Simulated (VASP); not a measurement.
# Si (I4_1/amd) in VASP: a series of runs

Si is run at these levels: PBEsol; tasks: single point, relaxation of cell and atoms.

Everything below comes from runs of VASP 6.6.1. Logs are shortened: lines on timing, memory, paths and dates and some standing lists are left out, and cuts for length are marked.

## (1) The cell of the first run

It takes space group I4_1/amd (No. 141, tetragonal). The conventional cell has a = 4.692 Å, b = 4.692 Å, c = 2.568 Å, α = 90.00°, β = 90.00°, γ = 90.00°. Within 3.2 Å of Si (site symmetry -4m2) lie 10 Si at 2.43 to 3.04 Å.

## (2) Single point, PBEsol

INCAR reads:

```
  PREC = Accurate
  ENCUT = 520
  EDIFF = 1E-6
  ISMEAR = 0
  SIGMA = 0.05
  LREAL = False
  LASPH = True
  NELM = 60
  ALGO = Normal
  ISIF = 2
  LWAVE = False
  LCHARG = False
  GGA = PS
  NBANDS = 11
```

KPOINTS reads:

```
Automatic mesh
0
Gamma
  20 20 20
```

POSCAR reads:

```
Si
1.0
   -2.3459737719      2.3459737719      1.2838801978
    2.3459737719     -2.3459737719      1.2838801978
    2.3459737719      2.3459737719     -1.2838801978
Si
2
Direct
    0.0000000000      0.0000000000      0.0000000000
    0.7500000000      0.2500000000      0.5000000000
```

Potentials or basis: VASP PAW PBE potentials, release 64 (Si).

Command:

```
cat potpaw_PBE.64/Si/POTCAR > POTCAR
mpirun -np 1 vasp_std > vasp.out
```

OUTCAR:

```text
PREC = Accurate
   ENCUT = 520
   EDIFF = 1E-6
   ISMEAR = 0
   LREAL = False
   LASPH = True
   NELM = 60
   ISIF = 2
   GGA = PS

 ion  position               nearest neighbor table
   1  0.000  0.000  0.000-   2 2.43   2 2.43   2 2.43   2 2.43   2 3.04   2 3.04   2 3.04   2 3.04

   2  0.750  0.250  0.500-   1 2.43   1 2.43   1 2.43   1 2.43   1 3.04   1 3.04   1 3.04   1 3.04

  LATTYP: Found a body centered tetragonal cell.
 ALAT       =     4.6919475438
 C/A-ratio  =     0.5472696299

  Lattice vectors:

 A1 = (  -2.3459737719,   2.3459737719,   1.2838801978)
 A2 = (   2.3459737719,  -2.3459737719,   1.2838801978)
 A3 = (   2.3459737719,   2.3459737719,  -1.2838801978)

Analysis of symmetry for initial positions (statically):
=====================================================================
 Subroutine PRICEL returns:
 Original cell was already a primitive cell.

 Routine SETGRP: Setting up the symmetry group for a
 body centered tetragonal supercell.

 Subroutine GETGRP returns: Found 16 space group operations
 (whereof  8 operations were pure point group operations)
 out of a pool of 16 trial point group operations.

The static configuration has the point symmetry D_2d.
 The point group associated with its full space group is D_4h.

Analysis of symmetry for dynamics (positions and initial velocities):
=====================================================================
 Subroutine PRICEL returns:
 Original cell was already a primitive cell.

 Routine SETGRP: Setting up the symmetry group for a
 body centered tetragonal supercell.

 Subroutine GETGRP returns: Found 16 space group operations
 (whereof  8 operations were pure point group operations)
 out of a pool of 16 trial point group operations.

The dynamic configuration has the point symmetry D_2d.
 The point group associated with its full space group is D_4h.

 Subroutine INISYM returns: Found 16 space group operations
 (whereof  8 operations are pure point group operations),
 and found     1 'primitive' translations

----------------------------------------------------------------------------------------

                                     Primitive cell

  volume of cell :      28.2638

  direct lattice vectors                    reciprocal lattice vectors
    -2.345973772  2.345973772  1.283880198     0.000000000  0.213131113  0.389444436
     2.345973772 -2.345973772  1.283880198     0.213131113  0.000000000  0.389444436
     2.345973772  2.345973772 -1.283880198     0.213131113  0.213131113  0.000000000

  length of vectors
     3.557461769  3.557461769  3.557461769     0.443950268  0.443950268  0.301412910

  position of ions in fractional coordinates (direct lattice)
     0.000000000  0.000000000  0.000000000
     0.750000000  0.250000000  0.500000000

  ion indices of the primitive-cell ions
   primitive index   ion index
                 1           1
                 2           2

----------------------------------------------------------------------------------------

 KPOINTS: Automatic mesh

Automatic generation of k-mesh.
 Grid dimensions read from file:
 generate k-points for:   20   20   20

 Generating k-lattice:

  Cartesian coordinates                     Fractional coordinates (reciprocal lattice)
     0.000000000  0.010656556  0.019472222     0.050000000  0.000000000  0.000000000
     0.010656556  0.000000000  0.019472222     0.000000000  0.050000000  0.000000000
     0.010656556  0.010656556  0.000000000     0.000000000  0.000000000  0.050000000

  Length of vectors
     0.022197513  0.022197513  0.015070645

  Shift w.r.t. Gamma in fractional coordinates (k-lattice)
     0.000000000  0.000000000  0.000000000

 Subroutine IBZKPT returns following result:
 ===========================================

 Found    641 irreducible k-points:

 Following reciprocal coordinates:
            Coordinates               Weight
  0.000000  0.000000  0.000000      1.000000
  0.050000  0.000000 -0.000000      8.000000
  0.100000  0.000000 -0.000000      8.000000
  0.150000 -0.000000  0.000000      8.000000
  0.200000  0.000000 -0.000000      8.000000
  0.250000 -0.000000  0.000000      8.000000
[... 16 lines left out ...]
 -0.400000  0.050000 -0.000000     16.000000
 -0.350000  0.050000  0.000000     16.000000
 [... further k-points ...]
   k-points           NKPTS =    641   k-points in BZ     NKDIM =    641   number of bands    NBANDS=     11
   number of dos      NEDOS =    301   number of ions     NIONS =      2
   total plane-waves  NPLWV =  21952
   dimension x,y,z NGX =    28 NGY =   28 NGZ =   28
   dimension x,y,z NGXF=    56 NGYF=   56 NGZF=   56
   ions per type =               2
   NGX,Y,Z   is equivalent  to a cutoff of  13.08, 13.08, 13.08 a.u.
   NGXF,Y,Z  is equivalent  to a cutoff of  26.17, 26.17, 26.17 a.u.
 SYSTEM =  unknown system
   PREC   = accura    normal or accurate (medium, high low for compatibility)
   ISTART =      0    job   : 0-new  1-cont  2-samecut
   ICHARG =      2    charge: 1-file 2-atom 10-const
   ISPIN  =      1    spin polarized calculation?
   LNONCOLLINEAR =      F non collinear calculations
   LSORBIT =      F    spin-orbit coupling
   LASPH  =      T    aspherical Exc in radial PAW
   ENCUT  =  520.0 eV  38.22 Ry    6.18 a.u.   6.61  6.61  6.61*2*pi/ulx,y,z
   NELM   =     60;   NELMIN=  2; NELMDL= -5     # of ELM steps
   EDIFF  = 0.1E-05   stopping-criterion for ELM
   LREAL  =      F    real-space projection
[... 7 lines left out ...]
   TEBEG  =    0.0;   TEEND  =   0.0 temperature during run
   PSTRESS=    0.0 pullay stress
   NELECT =       8.0000    total number of electrons
   NUPDOWN=      -1.0000    fix difference up-down
   EMIN   =  10.00;   EMAX   =-10.00  energy-range for DOS
   EFERMI =   0.00;   METHOD = LEGACY
   ISMEAR =     0;   SIGMA  =   0.05  broadening in eV -4-tet -1-fermi 0-gaus
   EFERMI_NEDOS =   21; number of points for ismear=-14 and -15
   IALGO  =     38    algorithm
   IMIX   =      4    mixing-type and parameters
     AMIX     =   0.40;   BMIX     =  1.00
     AMIX_MAG =   1.60;   BMIX_MAG =  1.00
  volume/ion in A,a.u.               =      14.13        95.37
  Fermi-wavevector in a.u.,A,eV,Ry     =   1.074883  2.031234 15.719813  1.155374
  Thomas-Fermi vector in A             =   2.210724
   LORBIT       =      0    0 simple, 1 ext, 2 COOP (PROOUT), +10 PAW based schemes
   GGA     = PS    functional components
   LHFCALC =     F    Hartree Fock is set to
   AEXX    =    0.0000 exact exchange contribution
   IVDW    =     0    specifies the selected vdW correction
   LEPSILON=     F    determine dielectric tensor
   LRPA    =     F    only Hartree local field effects (RPA)
 non-spin polarized calculation
 Gauss-broadening in eV      SIGMA  =   0.05
  energy-cutoff  :      520.00
  volume of cell :       28.26
 maximum number of plane-waves:       784
   NGX = 13   NGY = 13   NGZ = 13

 number of electron       8.0000001 magnetization

 Free energy of the ion-electron system (eV)
  ---------------------------------------------------
  ext. energy  EPLUGINS =         0.00000000
  ---------------------------------------------------
  free energy    TOTEN  =       -11.07957943 eV

  energy without entropy =      -11.07880510  energy(sigma->0) =      -11.07919227

 E-fermi :  10.0792     XC(G=0): -11.2759

 val. band max:       10.0704265863   @ k =  -0.2500   0.3500   0.1500
 cond. band min:      10.0812090924   @ k =   0.3500   0.2500   0.0000
 fundamental gap:      0.0107825061
 Fermi energy:        10.0792325831

 k-point     1 :       0.0000    0.0000    0.0000
  band No.  band energies     occupation
      1      -4.3342      2.00000
      2       7.3875      2.00000
      3       7.3875      2.00000
      4       8.1948      2.00000
      5      11.2497      0.00000
      6      17.9442      0.00000
      7      19.5279      0.00000
      8      19.5279      0.00000
      9      20.2891      0.00000
     10      20.4091      0.00000
     11      21.3930      0.00000

 k-point     2 :       0.0500    0.0000   -0.0000
  band No.  band energies     occupation
      1      -4.2630      2.00000
      2       7.1237      2.00000
      3       7.3485      2.00000
      4       8.5789      2.00000
      5      11.4202      0.00000
      6      17.5328      0.00000
      7      18.8171      0.00000
      8      19.4532      0.00000
      9      19.5524      0.00000
     10      20.7996      0.00000
     11      21.7503      0.00000

 k-point     3 :       0.1000    0.0000   -0.0000
  band No.  band energies     occupation
      1      -4.0496      2.00000
      2       6.7612      2.00000
      3       7.2598      2.00000
      4       9.2954      2.00000
      5      11.9008      0.00000
      6      16.5888      0.00000
      7      17.1920      0.00000
      8      18.9526      0.00000
      9      19.0586      0.00000
     10      20.0141      0.00000
     11      21.7980      0.00000

 k-point     4 :       0.1500   -0.0000    0.0000
  band No.  band energies     occupation
      1      -3.6944      2.00000
      2       6.4924      2.00000
      3       7.1778      2.00000
      4      10.1176      0.27842
      5      12.6245      0.00000
      6      15.1940      0.00000
      7      15.6697      0.00000
      8      17.9835      0.00000
      9      18.0840      0.00000
     10      19.2447      0.00000
     11      21.3888      0.00000

 k-point     5 :       0.2000    0.0000   -0.0000
  band No.  band energies     occupation
      1      -3.1984      2.00000
      2       6.3433      2.00000
      3       7.1488      2.00000
      4      10.8483      0.00000
      5      13.5034      0.00000
      6      13.5616      0.00000
      7      14.4523      0.00000
      8      16.8441      0.00000
      9      17.1201      0.00000
     10      18.4614      0.00000
     11      21.5402      0.00000
[... 211 lines left out ...]
 k-point    21 :       0.5000    0.0500    0.0000
  band No.  band energies     occupation
      1       1.6249      2.00000
      2       3.7926      2.00000
      3       7.0020      2.00000
      4       8.1149      2.00000
      5       9.3786      2.00000
      6      11.4843      0.00000
      7      14.3929      0.00000
      8      16.3237      0.00000
      9      19.1678      0.00000
     10      21.7100      0.00000
     11      22.0194      0.00000

 k-point    22 :      -0.4500    0.0500   -0.0000
  band No.  band energies     occupation
      1       0.4427      2.00000
      2       5.2385      2.00000
      3       6.5355      2.00000
      4       7.8546      2.00000
      5      10.0374      1.76280
      6      12.1834      0.00000
      7      14.5034      0.00000
      8      16.3834      0.00000
      9      18.0724      0.00000
     10      20.2799      0.00000
     11      23.2506      0.00000

 k-point    23 :      -0.4000    0.0500   -0.0000
  band No.  band energies     occupation
      1      -0.6257      2.00000
      2       5.9649      2.00000
      3       6.9938      2.00000
      4       7.5706      2.00000
      5      10.9019      0.00000
      6      13.0635      0.00000
      7      14.7272      0.00000
      8      15.9285      0.00000
      9      17.5119      0.00000
     10      18.7706      0.00000
     11      22.9824      0.00000

 k-point    24 :      -0.3500    0.0500    0.0000
  band No.  band energies     occupation
      1      -1.5645      2.00000
      2       5.7529      2.00000
      3       7.2627      2.00000
      4       8.6795      2.00000
      5      11.8722      0.00000
      6      13.9844      0.00000
      7      14.6008      0.00000
      8      15.4382      0.00000
      9      17.2939      0.00000
     10      17.8704      0.00000
     11      22.2866      0.00000

 [... further k-points ...]

------------------------ aborting loop because EDIFF is reached ----------------------------------------

  FORCE on cell =-STRESS in cart. coord.  units (eV):
  Direction    XX          YY          ZZ          XY          YZ          ZX
  --------------------------------------------------------------------------------------
  -------------------------------------------------------------------------------------
  Total        1.4452172      1.4452172      1.4380212      0.0000000     -0.0000000      0.0000000
  in kB       81.9243298     81.9243298     81.5164156      0.0000000     -0.0000000      0.0000000
  external PRESSURE =      81.7883584 kB  Pullay stress =       0.0000000 kB

 VOLUME and BASIS-vectors are now :
 -----------------------------------------------------------------------------
  energy-cutoff  :      520.00
  volume of cell :       28.26
      direct lattice vectors                 reciprocal lattice vectors
    -2.345973772  2.345973772  1.283880198     0.000000000  0.213131113  0.389444436
     2.345973772 -2.345973772  1.283880198     0.213131113  0.000000000  0.389444436
     2.345973772  2.345973772 -1.283880198     0.213131113  0.213131113  0.000000000

 POSITION                                       TOTAL-FORCE (eV/Angst)
 -----------------------------------------------------------------------------------
      0.00000      0.00000      0.00000        -0.000000     -0.000000      0.000000
      0.00000      2.34597      0.64194         0.000000      0.000000     -0.000000
 -----------------------------------------------------------------------------------
    total drift:                                0.000000     -0.000000     -0.000000

  FREE ENERGIE OF THE ION-ELECTRON SYSTEM (eV)
  ---------------------------------------------------
  free  energy   TOTEN  =       -11.0795794289 eV

  energy  without entropy=      -11.0788051044  energy(sigma->0) =      -11.07919227
```

It took 66 s on 1 thread of Intel Xeon 6975P-C (Granite Rapids), shared host; peak memory 0.27 GiB.

What came out:

- Free energy: -11.0796 eV
- Pressure: 8.2 GPa
- Band gap on the k mesh: zero (bands 4 and 5 overlap by 6.94 eV)

Caveat: the cell stands under pressure; the PAW data sets were made with another functional, which shifts forces and pressure a little.

## (3) Relaxation of cell and atoms, PBEsol, target pressure 8 GPa, at which the enthalpy is minimised

INCAR reads:

```
PREC = Accurate
ENCUT = 600
EDIFF = 1E-7
ISMEAR = 0
SIGMA = 0.05
LREAL = False
LASPH = True
NELM = 60
ALGO = Normal
ISIF = 3
LWAVE = False
LCHARG = False
GGA = PS
IBRION = 2
NSW = 80
EDIFFG = -0.003
PSTRESS = 80.0
```

KPOINTS is that of step 2.

POSCAR reads:

```
Si
1.0
   -2.3400000000      2.3400000000      1.2925000000
    2.3400000000     -2.3400000000      1.2925000000
    2.3400000000      2.3400000000     -1.2925000000
Si
2
Direct
    0.0000000000      0.0000000000      0.0000000000
    0.7500000000      0.2500000000      0.5000000000
```

Potentials or basis: VASP PAW PBE potentials, release 64 (Si).

Command:

```
cat potpaw_PBE.64/Si/POTCAR > POTCAR
mpirun -np 1 vasp_std > vasp.out
```

OUTCAR:

```text
PREC = Accurate
   ENCUT = 600
   EDIFF = 1E-7
   ISMEAR = 0
   LREAL = False
   LASPH = True
   NELM = 60
   ISIF = 3
   GGA = PS
   IBRION = 2
   NSW = 80
   EDIFFG = -0.003
   PSTRESS = 80.0

 ion  position               nearest neighbor table
   1  0.000  0.000  0.000-   2 2.43   2 2.43   2 2.43   2 2.43   2 3.04   2 3.04   2 3.04   2 3.04

   2  0.750  0.250  0.500-   1 2.43   1 2.43   1 2.43   1 2.43   1 3.04   1 3.04   1 3.04   1 3.04

  LATTYP: Found a body centered tetragonal cell.
 ALAT       =     4.6800000000
 C/A-ratio  =     0.5523504274

  Lattice vectors:

 A1 = (  -2.3400000000,   2.3400000000,   1.2925000000)
 A2 = (   2.3400000000,  -2.3400000000,   1.2925000000)
 A3 = (   2.3400000000,   2.3400000000,  -1.2925000000)

Analysis of symmetry for initial positions (statically):
=====================================================================
 Subroutine PRICEL returns:
 Original cell was already a primitive cell.

 Routine SETGRP: Setting up the symmetry group for a
 body centered tetragonal supercell.

 Subroutine GETGRP returns: Found 16 space group operations
 (whereof  8 operations were pure point group operations)
[... 174 lines left out ...]
  -------------------------------------------------------------------------------------
  Total        1.5439667      1.5439667      1.1962115      0.0000000     -0.0000000      0.0000000
  in kB       87.3828616     87.3828616     67.7011915      0.0000000     -0.0000000      0.0000000
  external PRESSURE =       0.8223049 kB  Pullay stress =      80.0000000 kB
[... 177 lines left out ...]
--------------------------------------- Ionic step        6  -------------------------------------------

 number of electron       8.0000001 magnetization

 Free energy of the ion-electron system (eV)
  ---------------------------------------------------
  ext. energy  EPLUGINS =         0.00000000
  ---------------------------------------------------
  free energy    TOTEN  =       -11.08130157 eV

  energy without entropy =      -11.08052112  energy(sigma->0) =      -11.08091134

 E-fermi :  10.0632     XC(G=0): -11.2711

 val. band max:       10.0538777965   @ k =  -0.2500   0.3500   0.1500
 cond. band min:      10.0653452545   @ k =   0.3500   0.2500   0.0000
 fundamental gap:      0.0114674580
 Fermi energy:        10.0632236169

 k-point     1 :       0.0000    0.0000    0.0000
  band No.  band energies     occupation
      1      -4.3392      2.00000
      2       7.3733      2.00000
      3       7.3733      2.00000
      4       8.1725      2.00000
      5      11.2386      0.00000
      6      17.9252      0.00000
      7      19.5002      0.00000
      8      19.5002      0.00000
[... 243 lines left out ...]
 k-point    24 :      -0.3500    0.0500   -0.0000
  band No.  band energies     occupation
      1      -1.5715      2.00000
      2       5.7380      2.00000
      3       7.2497      2.00000
      4       8.6664      2.00000
      5      11.8546      0.00000
      6      13.9693      0.00000
      7      14.5784      0.00000
      8      15.4135      0.00000

 [... further k-points ...]

------------------------ aborting loop because EDIFF is reached ----------------------------------------

  FORCE on cell =-STRESS in cart. coord.  units (eV):
  Direction    XX          YY          ZZ          XY          YZ          ZX
  --------------------------------------------------------------------------------------
  -------------------------------------------------------------------------------------
  Total        1.4139997      1.4139997      1.4138905      0.0000000     -0.0000000      0.0000000
  in kB       80.0590789     80.0590789     80.0528954      0.0000000     -0.0000000      0.0000000
  external PRESSURE =       0.0570177 kB  Pullay stress =      80.0000000 kB
[... 21 lines left out ...]
  energy  without entropy=      -11.0805211185  energy(sigma->0) =      -11.08091134

  enthalpy is  TOTEN    =        -9.6683452712 eV   P V=        1.4129562951

 reached required accuracy - stopping structural energy minimisation
```

It took 2.8 min on 1 thread of Intel Xeon 6975P-C (Granite Rapids), shared host; peak memory 0.27 GiB.

What came out:

| Quantity | Value |
| --- | --- |
| Free energy | -11.0813 eV |
| Relaxed volume | 14.15 Å³/atom |
| Relaxed cell | a = 3.559 Å, b = 3.559 Å, c = 3.559 Å, α = 97.48°, β = 97.48°, γ = 137.69° |
| Space group after relaxing (to 0.1 Å) | I4_1/amd (No. 141) |
| Energy change on relaxing (the run minimises the enthalpy) | -0.3 meV/atom |
| Ionic steps | 6 |
| Pressure after relaxing | 8.0 GPa |
| Band gap on the k mesh | zero (bands 4 and 5 overlap by 6.93 eV) |

The path:
```
step  energy change (eV)  largest force (eV/Å)  pressure (GPa)  volume (Å³)
   1              0.0000                0.0000            8.08        28.31
   2             -0.0025                0.0000            7.80        28.34
   3             -0.0026                0.0000            7.79        28.34
   4             -0.0026                0.0000            7.78        28.34
   5              0.0013                0.0000            8.19        28.26
   6             -0.0005                0.0000            8.01        28.30
```

Final structure:
```
CELL_PARAMETERS angstrom
-2.34702 2.34702 1.28427
2.34702 -2.34702 1.28427
2.34702 2.34702 -1.28427
ATOMIC_POSITIONS crystal
Si 0.00000 0.00000 0.00000
Si 0.75000 0.25000 0.50000
```

Levels at points of the mesh, in eV from the Fermi level:
```tsv
k point	band 2	band 3	band 4	band 5	band 6	band 7
(0.00, 0.00, 0.00)	-2.69	-2.69	-1.89	1.18	7.86	9.44
(0.50, 0.00, 0.00)	-7.14	-2.26	-1.79	-1.34	0.86	4.80
(0.50, 0.50, 0.00)	-11.17	0.24	0.24	2.57	2.57	9.09
(0.50, 0.50, 0.50)	-8.58	-7.29	-7.29	6.26	6.26	13.84
```

Caveat: the cell is relaxed towards a set pressure, so the run minimises the enthalpy, not the energy; the PAW data sets were made with another functional, which shifts forces and pressure a little.
